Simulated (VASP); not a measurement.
Wanted: the native input for a VASP 6.6.1 run.

```
Task                   : single point
Functional             : PBE
Potentials or basis    : VASP PAW PBE potentials, release 64 (Li_sv, Br)
Cutoff                 : 750 eV
k mesh                 : 6 × 6 × 6
Occupations            : gaussian, width 0.01 eV
Spin                   : no spin polarisation
Dipole correction      : no
Further INCAR settings : ALGO = Normal; EDIFF = 1e-06; NBANDS = 12
```

The structure of LiBr lies in POSCAR:

```
LiBr
1.0
    0.0000000000      2.6944985299      2.6944985299
    2.6944985299      0.0000000000      2.6944985299
    2.6944985299      2.6944985299      0.0000000000
Li Br
1 1
Direct
    0.0000000000      0.0000000000      0.0000000000
    0.5000000000      0.5000000000      0.5000000000
```

These files were run (other wordings do the same):

INCAR

```
SYSTEM = LiBr
PREC     = Accurate       ! precision mode
ENCUT    = 750            ! plane-wave cutoff, eV
EDIFF    = 1E-6           ! SCF threshold, eV
ISMEAR   = 0              ! smearing method
SIGMA    = 0.01           ! smearing width, eV
LREAL    = .False.        ! projectors in reciprocal space
LASPH    = .True.         ! aspherical terms in the spheres
NELM     = 120            ! most SCF steps
ALGO     = Normal         ! electronic algorithm
ISIF     = 2              ! what is computed and relaxed
LWAVE    = .False.        ! write WAVECAR
LCHARG   = .False.        ! write CHGCAR
GGA      = PE             ! functional
NBANDS   = 12             ! bands
GGA_COMPAT= .False.
```

KPOINTS

```
regular mesh
0
Gamma
  6 6 6
  0 0 0
```

Potentials or basis: VASP PAW PBE potentials, release 64 (Li_sv, Br).

Launch:

```sh
$ cat potpaw_PBE.64/Li_sv/POTCAR potpaw_PBE.64/Br/POTCAR > POTCAR
$ mpirun -np 1 vasp_std > vasp.out
```

Results of the run:

The pressure is 1.9 GPa and the band gap on the k mesh is 5.22 eV, direct.

It took 15 s on 1 thread of AMD EPYC 7R43 64-Core Processor (Zen 3), with other jobs on the host, peak memory 0.17 GiB.
